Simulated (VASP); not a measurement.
Set up this calculation in VASP 6.6.1, as the native input.

| Property | Result |
| --- | --- |
| Task | single point |
| Functional | PBE |
| Potentials or basis | VASP PAW PBE potentials, release 64 (Sn_d, Se) |
| Cutoff | 520 eV |
| k mesh | 6 × 6 × 4 |
| Occupations | fermi-dirac, width 0.02 eV |
| Spin | no spin polarisation |
| Dipole correction | no |
| Further INCAR settings | ALGO = Normal; EDIFF = 1e-06; NBANDS = 28 |

The structure of SnSe lies in POSCAR:

```
SnSe
1.0
    4.2193393516      0.0000000000      0.0000000000
    0.0000000000      4.2193393516      0.0000000000
    0.0000000000      0.0000000000      5.9930255593
Sn Se
2 2
Direct
    0.5000000000      0.0000000000      0.2500915766
    0.0000000000      0.5000000000      0.7499084234
    0.5000000000      0.0000000000      0.7498972969
    0.0000000000      0.5000000000      0.2501027031
```

One way to write it, as run:

INCAR

```
SYSTEM = SnSe
  ALGO = Normal
  EDIFF = 1E-6
  ENCUT = 520
  GGA = PE
  ISIF = 2
  ISMEAR = -1
  LASPH = .True.
  LCHARG = .True.
  LELF = .True.
  LREAL = .False.
  LVHAR = .True.
  LWAVE = .False.
  NBANDS = 28
  NELM = 80
  PREC = Accurate
  SIGMA = 0.02
```

KPOINTS

```
k-points
0
Gamma
  6 6 4
  0 0 0
```

Potentials or basis: VASP PAW PBE potentials, release 64 (Sn_d, Se).

Run with:

```console
$ cat potpaw_PBE.64/Sn_d/POTCAR potpaw_PBE.64/Se/POTCAR > POTCAR
$ mpirun -np 1 vasp_std > vasp.out
```

It gave:

```json
{"Pressure": "2.0 GPa", "Band gap on the k mesh": "0.68 eV"}
```

Caveat: spin-orbit coupling is left out, which moves the levels of the heavy elements.

It took 28 s on 1 thread of Intel(R) Xeon(R) 6975P-C (Granite Rapids), on a shared host, peak memory 0.25 GiB.
